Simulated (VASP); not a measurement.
# Bi (P-1) in VASP: notebook

Runs on Bi. Level: PBEsol. Tasks: electric field gradients.

All numbers are computed with VASP 6.6.1; they aren't measurements. Logs are shortened: lines on timing, memory, paths and dates and some standing lists are left out, and cuts for length are marked.

**1. The cell of the first run**

The typed cell holds 2 atoms: a = 4.539 Å, b = 4.578 Å, c = 11.830 Å, α = 90.41°, β = 91.14°, γ = 120.85°.

**2. Electric field gradients, PBEsol (equal xy, yz and zx shear strains of -2 %)**

Input file INCAR:

```
ALGO = Normal ; EDIFF = 1E-8
ENCUT = 520 ; GGA = PS
ISIF = 2 ; ISMEAR = -1
LASPH = T ; LCHARG = F
LEFG = T ; LREAL = F
LWAVE = F ; NBANDS = 22
NELM = 100 ; PREC = Accurate
SIGMA = 0.03
```

Input file KPOINTS:

```
k-points
0
Gamma
  9 9 3
```

Input file POSCAR:

```
Bi
1.0
    4.5390002997     -0.0453900030     -0.0453900030
   -2.3088090456      3.9535845689     -0.0166138942
   -0.1182900000     -0.1182900000     11.8290000000
Bi
2
Direct
    0.3333333333      0.6666666667      0.2500000000
    0.6666666667      0.3333333333      0.7500000000
```

Potentials or basis: VASP PAW PBE potentials, release 64 (Bi_d).

Run with:

```console
$ cat potpaw_PBE.64/Bi_d/POTCAR > POTCAR
$ mpirun -np 1 vasp_std > vasp.out
```

OUTCAR:

```text
EDIFF = 1E-8
   ENCUT = 520
   GGA = PS
   ISIF = 2
   ISMEAR = -1
   LASPH = T
   LREAL = F
   NELM = 100
   PREC = Accurate

 ion  position               nearest neighbor table
   1  0.333  0.667  0.250-
   2  0.667  0.333  0.750-

  LATTYP: Found a triclinic cell.
 ALAT       =     4.5001758052
 B/A-ratio  =     1.0087281861
 C/A-ratio  =     2.6288268176
 COS(alpha) =     0.0198960208
 COS(beta)  =     0.0274156886
 COS(gamma) =     0.4869832429

  Lattice vectors:

 A1 = (   2.2301912541,   3.9081945659,  -0.0620038972)
 A2 = (   4.5390002997,  -0.0453900030,  -0.0453900030)
 A3 = (   0.1182900000,   0.1182900000, -11.8290000000)

Analysis of symmetry for initial positions (statically):
=====================================================================
 Subroutine PRICEL returns:
 Original cell was already a primitive cell.

 Routine SETGRP: Setting up the symmetry group for a
 triclinic supercell.

 Subroutine GETGRP returns: Found  2 space group operations
 (whereof  2 operations were pure point group operations)
 out of a pool of  2 trial point group operations.

The static configuration has the point symmetry S_2 .

Analysis of symmetry for dynamics (positions and initial velocities):
=====================================================================
 Subroutine PRICEL returns:
 Original cell was already a primitive cell.

 Routine SETGRP: Setting up the symmetry group for a
 triclinic supercell.

 Subroutine GETGRP returns: Found  2 space group operations
 (whereof  2 operations were pure point group operations)
 out of a pool of  2 trial point group operations.

The dynamic configuration has the point symmetry S_2 .

 Subroutine INISYM returns: Found  2 space group operations
 (whereof  2 operations are pure point group operations),
 and found     1 'primitive' translations

----------------------------------------------------------------------------------------

                                     Primitive cell

  volume of cell :     210.9929

  direct lattice vectors                    reciprocal lattice vectors
     4.539000300 -0.045390003 -0.045390003     0.221642431  0.129449205  0.003510916
    -2.308809046  3.953584569 -0.016613894     0.002570169  0.254446746  0.002570169
    -0.118290000 -0.118290000 11.829000000     0.000854092  0.000854092  0.084555082

  length of vectors
     4.539454177  4.578395590 11.830182841     0.256699806  0.254472706  0.084563708

  position of ions in fractional coordinates (direct lattice)
     0.333333333  0.666666667  0.250000000
     0.666666667  0.333333333  0.750000000

  ion indices of the primitive-cell ions
   primitive index   ion index
                 1           1
                 2           2

----------------------------------------------------------------------------------------

 KPOINTS: k-points

Automatic generation of k-mesh.
 Grid dimensions read from file:
 generate k-points for:    9    9    3

 Generating k-lattice:

  Cartesian coordinates                     Fractional coordinates (reciprocal lattice)
     0.024626937  0.014383245  0.000390102     0.111111111 -0.000000000  0.000000000
     0.000285574  0.028271861  0.000285574    -0.000000000  0.111111111 -0.000000000
     0.000284697  0.000284697  0.028185027     0.000000000  0.000000000  0.333333333

  Length of vectors
     0.028522201  0.028274745  0.028187903

  Shift w.r.t. Gamma in fractional coordinates (k-lattice)
     0.000000000  0.000000000  0.000000000

 Subroutine IBZKPT returns following result:
 ===========================================

 Found    122 irreducible k-points:

 Following reciprocal coordinates:
            Coordinates               Weight
  0.000000  0.000000  0.000000      1.000000
  0.111111  0.000000  0.000000      2.000000
  0.222222  0.000000  0.000000      2.000000
  0.333333  0.000000 -0.000000      2.000000
  0.444444  0.000000  0.000000      2.000000
  0.000000  0.111111  0.000000      2.000000
[... 16 lines left out ...]
 -0.111111  0.222222 -0.000000      2.000000
  0.000000  0.333333 -0.000000      2.000000
 [... further k-points ...]
   k-points           NKPTS =    122   k-points in BZ     NKDIM =    122   number of bands    NBANDS=     22
   number of dos      NEDOS =    301   number of ions     NIONS =      2
   total plane-waves  NPLWV = 116640
   dimension x,y,z NGX =    36 NGY =   36 NGZ =   90
   dimension x,y,z NGXF=    72 NGYF=   72 NGZF=  180
   ions per type =               2
   NGX,Y,Z   is equivalent  to a cutoff of  13.18, 13.07, 12.65 a.u.
   NGXF,Y,Z  is equivalent  to a cutoff of  26.37, 26.14, 25.29 a.u.
 SYSTEM =  unknown system
   PREC   = accura    normal or accurate (medium, high low for compatibility)
   ISTART =      0    job   : 0-new  1-cont  2-samecut
   ICHARG =      2    charge: 1-file 2-atom 10-const
   ISPIN  =      1    spin polarized calculation?
   LNONCOLLINEAR =      F non collinear calculations
   LSORBIT =      F    spin-orbit coupling
   LASPH  =      T    aspherical Exc in radial PAW
   ENCUT  =  520.0 eV  38.22 Ry    6.18 a.u.   8.44  8.51 22.00*2*pi/ulx,y,z
   NELM   =    100;   NELMIN=  2; NELMDL= -5     # of ELM steps
   EDIFF  = 0.1E-07   stopping-criterion for ELM
   LREAL  =      F    real-space projection
   EDIFFG = 0.1E-06   stopping-criterion for IOM
   NSW    =      0    number of steps for IOM
   IBRION =     -1    ionic relax: 0-MD 1-quasi-New 2-CG
   NFREE  =      0    steps in history (QN), initial steepest desc. (CG)
   ISIF   =      2    stress and relaxation
   ISYM   =      2    0-nonsym 1-usesym 2-fastsym
   POTIM  = 0.5000    time-step for ionic-motion
   TEBEG  =    0.0;   TEEND  =   0.0 temperature during run
   PSTRESS=    0.0 pullay stress
   NELECT =      30.0000    total number of electrons
   NUPDOWN=      -1.0000    fix difference up-down
   EMIN   =  10.00;   EMAX   =-10.00  energy-range for DOS
   EFERMI =   0.00;   METHOD = LEGACY
   ISMEAR =    -1;   SIGMA  =   0.03  broadening in eV -4-tet -1-fermi 0-gaus
   EFERMI_NEDOS =   21; number of points for ismear=-14 and -15
   IALGO  =     38    algorithm
   IMIX   =      4    mixing-type and parameters
     AMIX     =   0.40;   BMIX     =  1.00
     AMIX_MAG =   1.60;   BMIX_MAG =  1.00
  volume/ion in A,a.u.               =     105.50       711.93
  Fermi-wavevector in a.u.,A,eV,Ry     =   0.854462  1.614699  9.933679  0.730105
  Thomas-Fermi vector in A             =   1.971062
   LORBIT       =      0    0 simple, 1 ext, 2 COOP (PROOUT), +10 PAW based schemes
   GGA     = PS    functional components
   LHFCALC =     F    Hartree Fock is set to
   AEXX    =    0.0000 exact exchange contribution
   IVDW    =     0    specifies the selected vdW correction
   LEPSILON=     F    determine dielectric tensor
   LRPA    =     F    only Hartree local field effects (RPA)
 non-spin polarized calculation
  energy-cutoff  :      520.00
  volume of cell :      210.99
 maximum number of plane-waves:      5726
 NGX is ok and might be reduce to    36
   NGX = 17   NGY = 17   NGZ = 43

 number of electron      29.9999994 magnetization

 Free energy of the ion-electron system (eV)
  ---------------------------------------------------
  ext. energy  EPLUGINS =         0.00000000
  ---------------------------------------------------
  free energy    TOTEN  =        -3.38086351 eV

  energy without entropy =       -3.35965265  energy(sigma->0) =       -3.37025808

 E-fermi :  -1.1530     XC(G=0):  -5.4273

 val. band max:       -1.1533258530   @ k =   0.3333   0.0000   0.3333
 cond. band min:      -1.1514606916   @ k =  -0.4444   0.1111   0.3333
 fundamental gap:      0.0018651614
 Fermi energy:        -1.1530370868

 k-point     1 :       0.0000    0.0000    0.0000
  band No.  band energies     occupation
      1     -23.9258      2.00000
      2     -23.9258      2.00000
      3     -23.9220      2.00000
      4     -23.9219      2.00000
      5     -23.9179      2.00000
      6     -23.9179      2.00000
[... 14 lines left out ...]
     21       4.5267      0.00000
     22       4.7112      0.00000

 k-point     2 :       0.1111    0.0000    0.0000
  band No.  band energies     occupation
      1     -23.9255      2.00000
      2     -23.9254      2.00000
      3     -23.9220      2.00000
      4     -23.9220      2.00000
      5     -23.9182      2.00000
      6     -23.9182      2.00000
[... 14 lines left out ...]
     21       4.6679      0.00000
     22       4.9413      0.00000

 k-point     3 :       0.2222    0.0000    0.0000
  band No.  band energies     occupation
      1     -23.9247      2.00000
      2     -23.9247      2.00000
      3     -23.9223      2.00000
      4     -23.9223      2.00000
      5     -23.9189      2.00000
      6     -23.9189      2.00000
[... 14 lines left out ...]
     21       4.5946      0.00000
     22       5.1600      0.00000

 k-point     4 :       0.3333    0.0000   -0.0000
  band No.  band energies     occupation
      1     -23.9240      2.00000
      2     -23.9240      2.00000
      3     -23.9226      2.00000
      4     -23.9226      2.00000
      5     -23.9197      2.00000
      6     -23.9197      2.00000
[... 14 lines left out ...]
     21       4.2966      0.00000
     22       4.8161      0.00000

 k-point     5 :       0.4444    0.0000    0.0000
  band No.  band energies     occupation
      1     -23.9237      2.00000
      2     -23.9237      2.00000
      3     -23.9228      2.00000
      4     -23.9228      2.00000
      5     -23.9203      2.00000
      6     -23.9202      2.00000
[... 417 lines left out ...]
 k-point    22 :      -0.2222    0.2222   -0.0000
  band No.  band energies     occupation
      1     -23.9241      2.00000
      2     -23.9241      2.00000
      3     -23.9228      2.00000
      4     -23.9228      2.00000
      5     -23.9182      2.00000
      6     -23.9182      2.00000
[... 14 lines left out ...]
     21       4.6088      0.00000
     22       5.2018      0.00000

 k-point    23 :      -0.1111    0.2222   -0.0000
  band No.  band energies     occupation
      1     -23.9245      2.00000
      2     -23.9245      2.00000
      3     -23.9226      2.00000
      4     -23.9226      2.00000
      5     -23.9182      2.00000
      6     -23.9182      2.00000
[... 14 lines left out ...]
     21       4.7598      0.00000
     22       5.5867      0.00000

 k-point    24 :       0.0000    0.3333   -0.0000
  band No.  band energies     occupation
      1     -23.9235      2.00000
      2     -23.9235      2.00000
      3     -23.9231      2.00000
      4     -23.9230      2.00000
      5     -23.9191      2.00000
      6     -23.9191      2.00000
[... 14 lines left out ...]
     21       4.3351      0.00000
     22       4.8503      0.00000

 [... further k-points ...]
[... 5 lines left out ...]
  --------------------------------------------------------------------------------------
  -------------------------------------------------------------------------------------
  Total       -6.7626608     -6.7778574     -0.5348734     -0.1020397      0.0555253      0.0554948
  in kB      -51.3523447    -51.4677400     -4.0615675     -0.7748395      0.4216321      0.4214005
  external PRESSURE =     -35.6272174 kB  Pullay stress =       0.0000000 kB

 VOLUME and BASIS-vectors are now :
 -----------------------------------------------------------------------------
  energy-cutoff  :      520.00
  volume of cell :      210.99
      direct lattice vectors                 reciprocal lattice vectors
     4.539000300 -0.045390003 -0.045390003     0.221642431  0.129449205  0.003510916
    -2.308809046  3.953584569 -0.016613894     0.002570169  0.254446746  0.002570169
    -0.118290000 -0.118290000 11.829000000     0.000854092  0.000854092  0.084555082

 POSITION                                       TOTAL-FORCE (eV/Angst)
 -----------------------------------------------------------------------------------
     -0.05578      2.59102      2.93104        -0.001880      0.000105     -0.000432
      2.16768      1.19888      8.83595         0.001880     -0.000105      0.000432
 -----------------------------------------------------------------------------------
    total drift:                               -0.000000      0.000000      0.000000

  FREE ENERGIE OF THE ION-ELECTRON SYSTEM (eV)
  ---------------------------------------------------
  free  energy   TOTEN  =        -3.3808635055 eV

  energy  without entropy=       -3.3596526533  energy(sigma->0) =       -3.37025808

 Electric field gradients (V/A^2)
---------------------------------------------------------------------
 ion       V_xx      V_yy      V_zz      V_xy      V_xz      V_yz
---------------------------------------------------------------------
   1      63.891    63.311  -127.202   -10.924    -2.121    -2.108
   2      63.891    63.311  -127.202   -10.924    -2.121    -2.108
---------------------------------------------------------------------

 Electric field gradients after diagonalization (V/A^2)
 (convention: |V_zz| > |V_xx| > |V_yy|)
----------------------------------------------------------------------
 ion       V_xx      V_yy      V_zz     asymmetry (V_yy - V_xx)/ V_zz
----------------------------------------------------------------------
   1      74.528    52.723  -127.251       0.171
   2      74.528    52.723  -127.251       0.171
----------------------------------------------------------------------

           NMR quadrupolar parameters

 Cq : quadrupolar parameter    Cq=e*Q*V_zz/h
 eta: asymmetry parameters     (V_yy - V_xx)/ V_zz
 Q  : nuclear electric quadrupole moment in mb (millibarn)
----------------------------------------------------------------------
 ion       Cq(MHz)       eta       Q (mb)
----------------------------------------------------------------------
   1      -0.308       0.171       1.000
   2      -0.308       0.171       1.000
----------------------------------------------------------------------
```

Wall time 11 min (1 thread of Intel Xeon 8259CL, shared host); peak memory 0.63 GiB.

What came out:

```
Free energy                             : -3.3809 eV
Pressure                                : -3.6 GPa
Band gap on the k mesh                  : zero (bands 15 and 16 overlap by 2.09 eV)
Largest electric field gradient by atom : Bi -127.3 V/Å²
```

Levels at points of the mesh, in eV from the Fermi level:
| k point | band 11 | band 12 | band 13 | band 14 | band 15 | band 16 | band 17 | band 18 | band 19 | band 20 |
| --- | --- | --- | --- | --- | --- | --- | --- | --- | --- | --- |
| (0.00, 0.00, 0.00) | -10.33 | -10.32 | -0.84 | -0.34 | 1.39 | 1.40 | 1.47 | 1.48 | 3.02 | 4.51 |

Electric field gradients, principal values (V/Å²):
```csv
atom,least,middle,greatest (by size)
1 Bi,52.723,74.528,-127.251
2 Bi,52.723,74.528,-127.251
```

Caveat: the cell differs from its parent crystal (equal xy, yz and zx shear strains of -2 %); the cell stands under tension; without QUAD_EFG the Cq values of the log hold for a quadrupole moment of 1 mb, not for the nuclei; the PAW data sets were made with another functional, which shifts forces and pressure a little; spin-orbit coupling is left out, which moves the levels of the heavy elements.

**3. Electric field gradients, PBEsol (equal xy, yz and zx shear strains of -3 %)**

Input file INCAR:

```
SYSTEM = Bi
  PREC = Accurate
  ENCUT = 520
  EDIFF = 1E-8
  ISMEAR = -1
  SIGMA = 0.03
  LREAL = .False.
  LASPH = .True.
  NELM = 100
  ALGO = Normal
  ISIF = 2
  LWAVE = .False.
  LCHARG = .False.
  GGA = PS
  LEFG = .True.
  NBANDS = 22
```

Input file KPOINTS:

```
regular mesh
0
Gamma
  9 9 3
  0 0 0
```

Input file POSCAR:

```
Bi
1.0
    4.5390002997     -0.0680850045     -0.0680850045
   -2.3284634934      3.9649320696     -0.0249208413
   -0.1774350000     -0.1774350000     11.8290000000
Bi
2
Direct
    0.3333333333      0.6666666667      0.2500000000
    0.6666666667      0.3333333333      0.7500000000
```

Potentials or basis: VASP PAW PBE potentials, release 64 (Bi_d).

Run with:

```console
$ cat potpaw_PBE.64/Bi_d/POTCAR > POTCAR
$ mpirun -np 1 vasp_std > vasp.out
```

OUTCAR:

```text
SYSTEM = Bi
   PREC = Accurate
   ENCUT = 520
   EDIFF = 1E-8
   ISMEAR = -1
   LREAL = .False.
   LASPH = .True.
   NELM = 100
   ISIF = 2
   GGA = PS

 ion  position               nearest neighbor table
   1  0.333  0.667  0.250-
   2  0.667  0.333  0.750-

  LATTYP: Found a triclinic cell.
 ALAT       =     4.4811315656
 B/A-ratio  =     1.0131417463
 C/A-ratio  =     2.6403289108
 COS(alpha) =     0.0297616073
 COS(beta)  =     0.0411893908
 COS(gamma) =     0.4804578458

  Lattice vectors:

 A1 = (   2.2105368063,   3.8968470651,  -0.0930058458)
 A2 = (   4.5390002997,  -0.0680850045,  -0.0680850045)
 A3 = (   0.1774350000,   0.1774350000, -11.8290000000)

Analysis of symmetry for initial positions (statically):
[... 794 lines left out ...]
  energy-cutoff  :      520.00
  volume of cell :      210.91
      direct lattice vectors                 reciprocal lattice vectors
     4.539000300 -0.068085005 -0.068085005     0.222351432  0.130612360  0.005294457
    -2.328463493  3.964932070 -0.024920841     0.003875811  0.254511617  0.003875811
    -0.177435000 -0.177435000 11.829000000     0.001287969  0.001287969  0.084576639

 POSITION                                       TOTAL-FORCE (eV/Angst)
 -----------------------------------------------------------------------------------
     -0.08367      2.57623      2.91794        -0.002911      0.000158     -0.001083
      2.11677      1.14318      8.81805         0.002911     -0.000158      0.001083
 -----------------------------------------------------------------------------------
    total drift:                               -0.000000      0.000000      0.000000

  FREE ENERGIE OF THE ION-ELECTRON SYSTEM (eV)
  ---------------------------------------------------
  free  energy   TOTEN  =        -3.3824888348 eV

  energy  without entropy=       -3.3613540665  energy(sigma->0) =       -3.37192145

 Electric field gradients (V/A^2)
---------------------------------------------------------------------
 ion       V_xx      V_yy      V_zz      V_xy      V_xz      V_yz
---------------------------------------------------------------------
   1      65.513    64.251  -129.764   -16.331    -3.231    -3.202
   2      65.513    64.251  -129.764   -16.331    -3.231    -3.202
---------------------------------------------------------------------

 Electric field gradients after diagonalization (V/A^2)
 (convention: |V_zz| > |V_xx| > |V_yy|)
----------------------------------------------------------------------
 ion       V_xx      V_yy      V_zz     asymmetry (V_yy - V_xx)/ V_zz
----------------------------------------------------------------------
   1      81.225    48.655  -129.880       0.251
   2      81.225    48.655  -129.880       0.251
----------------------------------------------------------------------

           NMR quadrupolar parameters

 Cq : quadrupolar parameter    Cq=e*Q*V_zz/h
 eta: asymmetry parameters     (V_yy - V_xx)/ V_zz
 Q  : nuclear electric quadrupole moment in mb (millibarn)
----------------------------------------------------------------------
 ion       Cq(MHz)       eta       Q (mb)
----------------------------------------------------------------------
   1      -0.314       0.251       1.000
   2      -0.314       0.251       1.000
----------------------------------------------------------------------
```

Wall time 9 min (1 thread of Intel Xeon Platinum 8175M at 2.50GHz (Skylake/Cascade Lake), shared host); peak memory 0.62 GiB.

What came out:

```
Free energy                             : -3.3825 eV
Pressure                                : -3.6 GPa
Largest force                           : 0.003 eV/Å
Band gap on the k mesh                  : zero (bands 15 and 16 overlap by 2.07 eV)
Largest electric field gradient by atom : Bi -129.9 V/Å²
```

Forces in eV/Å, atoms in the order of the input:
```
Bi  -0.003  0.000 -0.001
Bi   0.003  0.000  0.001
```

Electric field gradients, principal values (V/Å²):
| atom | least | middle | greatest (by size) |
| --- | --- | --- | --- |
| 1 Bi | 48.655 | 81.225 | -129.880 |
| 2 Bi | 48.655 | 81.225 | -129.880 |

Caveat: the cell differs from its parent crystal (equal xy, yz and zx shear strains of -3 %); the cell stands under tension; without QUAD_EFG the Cq values of the log hold for a quadrupole moment of 1 mb, not for the nuclei; the PAW data sets were made with another functional, which shifts forces and pressure a little; spin-orbit coupling is left out, which moves the levels of the heavy elements.
